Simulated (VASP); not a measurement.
# Co (P6_3/mmc) in VASP: a series of runs, part 2 of 2

VASP 6.6.1. The steps go on from the part before.

## 4. Single point, r2SCAN (9.17 Å³/atom)

This run uses another cell than the first one, of 9.17 Å³/atom.

File POSCAR:

```
Co
1.0
    2.3511848671      0.0000000000      0.0000000000
   -1.1755924336      2.0361858239      0.0000000000
    0.0000000000      0.0000000000      7.6616654794
Co
4
Direct
    0.0000000000      0.0000000000      1.0000000000
    0.0000000000      0.0000000000      0.5000000000
    0.3333333333      0.6666666667      0.2500000000
    0.6666666667      0.3333333333      0.7500000000
```

File INCAR.step1:

```
ALGO     = Normal         # electronic algorithm
EDIFF    = 1E-4           # SCF threshold, eV
ENCUT    = 520            # plane-wave cutoff, eV
GGA      = PE             # functional
ISMEAR   = -1             # smearing method
LASPH    = True           # aspherical terms in the spheres
LCHARG   = False          # write CHGCAR
LREAL    = False          # projectors in reciprocal space
LWAVE    = True           # write WAVECAR
NBANDS   = 26             # bands
NELM     = 100            # most SCF steps
PREC     = Accurate       # precision mode
SIGMA    = 0.1            # smearing width, eV
```

File INCAR.step2:

```
ALGO     = Normal         # electronic algorithm
EDIFF    = 1E-7           # SCF threshold, eV
ENCUT    = 520            # plane-wave cutoff, eV
ISIF     = 2              # what is computed and relaxed
ISMEAR   = -1             # smearing method
ISTART   = 1            
LASPH    = True           # aspherical terms in the spheres
LCHARG   = True           # write CHGCAR
LELF     = True           # ELF
LMIXTAU  = True         
LREAL    = False          # projectors in reciprocal space
LVHAR    = True         
LWAVE    = False          # write WAVECAR
METAGGA  = R2SCAN         # meta-GGA
NBANDS   = 26             # bands
NELM     = 100            # most SCF steps
PREC     = Accurate       # precision mode
SIGMA    = 0.1            # smearing width, eV
```

File KPOINTS:

```
k-points
0
Gamma
  17 17 5
```

Potentials or basis: VASP PAW PBE potentials, release 64 (Co).

Run with:

```console
cat potpaw_PBE.64/Co/POTCAR > POTCAR
cp INCAR.step1 INCAR
mpirun -np 1 vasp_std > vasp.out
cp INCAR.step2 INCAR
mpirun -np 1 vasp_std > vasp.out
```

OUTCAR:

```text
EDIFF = 1E-7
   ENCUT = 520
   ISIF = 2
   ISMEAR = -1
   ISTART = 1
   LASPH = True
   LREAL = False
   METAGGA = R2SCAN
   NELM = 100
   PREC = Accurate

 ion  position               nearest neighbor table
   1  0.000  0.000  0.000-   3 2.35   4 2.35   4 2.35   3 2.35   4 2.35   3 2.35
   2  0.000  0.000  0.500-   3 2.35   4 2.35   4 2.35   3 2.35   4 2.35   3 2.35
   3  0.333  0.667  0.250-   1 2.35   2 2.35   1 2.35   2 2.35   1 2.35   2 2.35
   4  0.667  0.333  0.750-   1 2.35   2 2.35   1 2.35   2 2.35   1 2.35   2 2.35

  LATTYP: Found a hexagonal cell.
 ALAT       =     2.3511848671
 C/A-ratio  =     3.2586401804

  Lattice vectors:

 A1 = (   2.3511848671,   0.0000000000,   0.0000000000)
 A2 = (  -1.1755924336,   2.0361858239,   0.0000000000)
 A3 = (   0.0000000000,   0.0000000000,   7.6616654794)

Analysis of symmetry for initial positions (statically):
=====================================================================
 Subroutine PRICEL returns:
 Original cell was already a primitive cell.

 Routine SETGRP: Setting up the symmetry group for a
 hexagonal supercell.

 Subroutine GETGRP returns: Found 24 space group operations
 (whereof 12 operations were pure point group operations)
 out of a pool of 24 trial point group operations.

The static configuration has the point symmetry D_3d.
 The point group associated with its full space group is D_6h.

Analysis of symmetry for dynamics (positions and initial velocities):
=====================================================================
 Subroutine PRICEL returns:
 Original cell was already a primitive cell.

 Routine SETGRP: Setting up the symmetry group for a
 hexagonal supercell.

 Subroutine GETGRP returns: Found 24 space group operations
 (whereof 12 operations were pure point group operations)
 out of a pool of 24 trial point group operations.

The dynamic configuration has the point symmetry D_3d.
 The point group associated with its full space group is D_6h.

[... 120 lines left out ...]
   IMIX   =      4    mixing-type and parameters
     AMIX     =   0.40;   BMIX     =  1.00
     AMIX_MAG =   1.60;   BMIX_MAG =  1.00
  volume/ion in A,a.u.               =       9.17        61.88
  Fermi-wavevector in a.u.,A,eV,Ry     =   1.626921  3.074435 36.012892  2.646873
  Thomas-Fermi vector in A             =   2.719801
   LORBIT       =      0    0 simple, 1 ext, 2 COOP (PROOUT), +10 PAW based schemes
   METAGGA = R2SCAN    functional components
   LHFCALC =     F    Hartree Fock is set to
   AEXX    =    0.0000 exact exchange contribution
   IVDW    =     0    specifies the selected vdW correction
   LEPSILON=     F    determine dielectric tensor
   LRPA    =     F    only Hartree local field effects (RPA)
 non-spin polarized calculation
  energy-cutoff  :      520.00
  volume of cell :       36.68
 maximum number of plane-waves:      1019
 NGX is ok and might be reduce to    18
   NGX =  9   NGY =  9   NGZ = 29

 number of electron      36.0000001 magnetization

 Free energy of the ion-electron system (eV)
  ---------------------------------------------------
  ext. energy  EPLUGINS =         0.00000000
  ---------------------------------------------------
  free energy    TOTEN  =       -50.76741734 eV

  energy without entropy =      -50.50971035  energy(sigma->0) =      -50.63856385

 E-fermi :  12.6605     XC(G=0): -15.8012

 val. band max:       12.6581127905   @ k =   0.0588  -0.0000   0.4000
 cond. band min:      12.6624568671   @ k =   0.4118   0.0588   0.4000
 fundamental gap:      0.0043440766
 Fermi energy:        12.6604595399

 k-point     1 :       0.0000    0.0000    0.0000
  band No.  band energies     occupation
      1       2.2885      2.00000
      2       4.9036      2.00000
      3       4.9095      2.00000
      4       6.8412      2.00000
      5       9.7824      2.00000
      6       9.7915      2.00000
[... 685 lines left out ...]
     25      21.9287      0.00000
     26      27.4168      0.00000

 [... further k-points ...]

------------------------ aborting loop because EDIFF is reached ----------------------------------------

  FORCE on cell =-STRESS in cart. coord.  units (eV):
  Direction    XX          YY          ZZ          XY          YZ          ZX
  --------------------------------------------------------------------------------------
  -------------------------------------------------------------------------------------
  Total        6.5457076      6.5457076      6.5867570     -0.0000000      0.0000000      0.0000000
  in kB      285.9168874    285.9168874    287.7099282     -0.0000000      0.0000000      0.0000000
  external PRESSURE =     286.5145677 kB  Pullay stress =       0.0000000 kB

 VOLUME and BASIS-vectors are now :
 -----------------------------------------------------------------------------
  energy-cutoff  :      520.00
  volume of cell :       36.68
      direct lattice vectors                 reciprocal lattice vectors
     2.351184867  0.000000000  0.000000000     0.425317470  0.245557156  0.000000000
    -1.175592434  2.036185824  0.000000000     0.000000000  0.491114312  0.000000000
     0.000000000  0.000000000  7.661665479     0.000000000  0.000000000  0.130519925

 POSITION                                       TOTAL-FORCE (eV/Angst)
 -----------------------------------------------------------------------------------
      0.00000      0.00000      0.00000         0.000000     -0.000000      0.000000
      0.00000      0.00000      3.83083         0.000000     -0.000000      0.000000
     -0.00000      1.35746      1.91542         0.000000      0.000000      0.000000
      1.17559      0.67873      5.74625        -0.000000     -0.000000      0.000000
 -----------------------------------------------------------------------------------
    total drift:                                0.000000     -0.000000      0.000000

  FREE ENERGIE OF THE ION-ELECTRON SYSTEM (eV)
  ---------------------------------------------------
  free  energy   TOTEN  =       -50.7674173436 eV

  energy  without entropy=      -50.5097103492  energy(sigma->0) =      -50.63856385
```

OUTCAR.step1:

```text
EDIFF = 1E-4
   ENCUT = 520
   GGA = PE
   ISMEAR = -1
   LASPH = True
   LREAL = False
[... 926 lines left out ...]
      0.00000      0.00000      3.83083         0.000000      0.000000      0.000000
     -0.00000      1.35746      1.91542        -0.000000      0.000000      0.000000
      1.17559      0.67873      5.74625        -0.000000      0.000000     -0.000000
 -----------------------------------------------------------------------------------
    total drift:                                0.000000     -0.000000      0.000000

  FREE ENERGIE OF THE ION-ELECTRON SYSTEM (eV)
  ---------------------------------------------------
  free  energy   TOTEN  =       -26.9840807884 eV

  energy  without entropy=      -26.7124690569  energy(sigma->0) =      -26.84827492
```

Run time: 12 min. Hardware: 1 thread of Intel Xeon 8259CL, shared host; peak memory 0.21 GiB.

What came out:

```yaml
Free_energy: -50.7674 eV
Pressure: 28.7 GPa
Band_gap_on_the_k_mesh: zero (bands 18 and 19 overlap by 1.28 eV)
```

Stress tensor (GPa, compression positive):
```
28.59  0.00  0.00
 0.00 28.59  0.00
 0.00  0.00 28.77
```

Caveat: the cell stands under pressure; the PAW data sets were made with another functional, which shifts forces and pressure a little; the run has no spin polarisation, though such a crystal can be magnetic.

## 5. Single point, r2SCAN (9.57 Å³/atom)

This run uses another cell than the first one, of 9.57 Å³/atom.

File POSCAR:

```
Co
1.0
    2.3847777609      0.0000000000      0.0000000000
   -1.1923888805      2.0652781233      0.0000000000
    0.0000000000      0.0000000000      7.7711326330
Co
4
Direct
    0.0000000000      0.0000000000      1.0000000000
    0.0000000000      0.0000000000      0.5000000000
    0.3333333333      0.6666666667      0.2500000000
    0.6666666667      0.3333333333      0.7500000000
```

File INCAR.step1:

```
PREC = Accurate ; ENCUT = 520
ISMEAR = -1 ; SIGMA = 0.1
LREAL = F ; LASPH = T
NELM = 60 ; NBANDS = 26
GGA = PE ; ALGO = Normal
EDIFF = 1E-4 ; LWAVE = T
LCHARG = F
```

File INCAR.step2:

```
PREC = Accurate ; ENCUT = 520
EDIFF = 1E-6 ; ISMEAR = -1
SIGMA = 0.1 ; LREAL = F
LASPH = T ; NELM = 60
ALGO = Normal ; ISIF = 2
LWAVE = F ; LCHARG = F
METAGGA = R2SCAN ; LMIXTAU = T
NBANDS = 26 ; ISTART = 1
```

File KPOINTS:

```
regular mesh
0
Gamma
  17 17 5
```

Run with:

```console
cat potpaw_PBE.64/Co/POTCAR > POTCAR
cp INCAR.step1 INCAR
mpirun -np 1 vasp_std > vasp.out
cp INCAR.step2 INCAR
mpirun -np 1 vasp_std > vasp.out
```

It took 6.8 min on 1 thread of Intel Xeon 8259CL, shared host; peak memory 0.21 GiB.

Results (log left out):

```
Free energy            : -50.9706 eV
Pressure               : 12.8 GPa
Band gap on the k mesh : zero (bands 18 and 19 overlap by 1.20 eV)
```

Stress tensor (GPa, compression positive):
```
12.73  0.00  0.00
 0.00 12.73  0.00
 0.00  0.00 12.81
```

Levels at points of the mesh, in eV from the Fermi level:
```tsv
k point	band 16	band 17	band 18	band 19	band 20	band 21
(0.00, 0.00, 0.00)	-1.02	-1.02	-0.57	-0.57	-0.29	-0.23
```

Caveat: the cell stands under pressure; the PAW data sets were made with another functional, which shifts forces and pressure a little; the run has no spin polarisation, though such a crystal can be magnetic. Spin polarisation is off, so any magnetic state and its effect on volume and gap are missing.

## 6. Single point, r2SCAN (9.97 Å³/atom)

File POSCAR:

```
Co
1.0
    2.4174500094      0.0000000000      0.0000000000
   -1.2087250047      2.0935731205      0.0000000000
    0.0000000000      0.0000000000      7.8775997347
Co
4
Direct
    0.0000000000      0.0000000000      1.0000000000
    0.0000000000      0.0000000000      0.5000000000
    0.3333333333      0.6666666667      0.2500000000
    0.6666666667      0.3333333333      0.7500000000
```

File INCAR.step1:

```
PREC     = Accurate       # precision mode
ENCUT    = 520            # plane-wave cutoff, eV
ISMEAR   = -1             # smearing method
SIGMA    = 0.1            # smearing width, eV
LREAL    = False          # projectors in reciprocal space
LASPH    = True           # aspherical terms in the spheres
NELM     = 100            # most SCF steps
NBANDS   = 26             # bands
GGA      = PE             # functional
ALGO     = Normal         # electronic algorithm
EDIFF    = 1E-4           # SCF threshold, eV
LWAVE    = True           # write WAVECAR
LCHARG   = False          # write CHGCAR
```

File INCAR.step2:

```
PREC     = Accurate       # precision mode
ENCUT    = 520            # plane-wave cutoff, eV
EDIFF    = 1E-7           # SCF threshold, eV
ISMEAR   = -1             # smearing method
SIGMA    = 0.1            # smearing width, eV
LREAL    = False          # projectors in reciprocal space
LASPH    = True           # aspherical terms in the spheres
NELM     = 100            # most SCF steps
ALGO     = Normal         # electronic algorithm
ISIF     = 2              # what is computed and relaxed
LWAVE    = False          # write WAVECAR
LCHARG   = False          # write CHGCAR
METAGGA  = R2SCAN         # meta-GGA
LMIXTAU  = True         
NBANDS   = 26             # bands
ISTART   = 1
```

KPOINTS is that of step 5.

Potentials or basis: VASP PAW PBE potentials, release 64 (Co).

Run with:

```console
cat potpaw_PBE.64/Co/POTCAR > POTCAR
cp INCAR.step1 INCAR
mpirun -np 1 vasp_std > vasp.out
cp INCAR.step2 INCAR
mpirun -np 1 vasp_std > vasp.out
```

It took 6.5 min on 1 thread of Intel Xeon 8259CL, shared host; peak memory 0.21 GiB.

The run converged. Its results:

```
Free energy            : -51.0327 eV
Pressure               : 0.2 GPa
Band gap on the k mesh : zero (bands 18 and 19 overlap by 1.13 eV)
```

Levels at points of the mesh, in eV from the Fermi level:
```tsv
k point	band 16	band 17	band 18	band 19	band 20	band 21
(0.00, 0.00, 0.00)	-0.96	-0.96	-0.54	-0.54	-0.23	-0.22
```

Caveat: the PAW data sets were made with another functional, which shifts forces and pressure a little; the run has no spin polarisation, though such a crystal can be magnetic.

## 7. Summary

```tsv
cell	k mesh	gap on the mesh (eV)	pressure (GPa)
a = 2.417, b = 2.417, c = 7.878 Å, angles 90.0, 90.0, 120.0°, 4 atoms	14 × 14 × 4	none	0.2
a = 2.317, b = 2.317, c = 7.549 Å, angles 90.0, 90.0, 120.0°, 4 atoms	17 × 17 × 5	none	48.8
a = 2.351, b = 2.351, c = 7.662 Å, angles 90.0, 90.0, 120.0°, 4 atoms	17 × 17 × 5	none	28.7
a = 2.385, b = 2.385, c = 7.771 Å, angles 90.0, 90.0, 120.0°, 4 atoms	17 × 17 × 5	none	12.8
a = 2.417, b = 2.417, c = 7.878 Å, angles 90.0, 90.0, 120.0°, 4 atoms	17 × 17 × 5	none	0.2
```

Alike in all rows: task single point; level r2SCAN; potentials or basis VASP PAW PBE potentials, release 64 (Co); no spin polarisation; cutoff (eV) 520; smearing fermi-dirac 0.1 eV.

Caveats: the PAW data sets were made with another functional, which shifts forces and pressure a little; the run has no spin polarisation, though such a crystal can be magnetic; the cell stands under pressure (at least some runs).

Absolute energies hang on the potentials; compare differences alone.
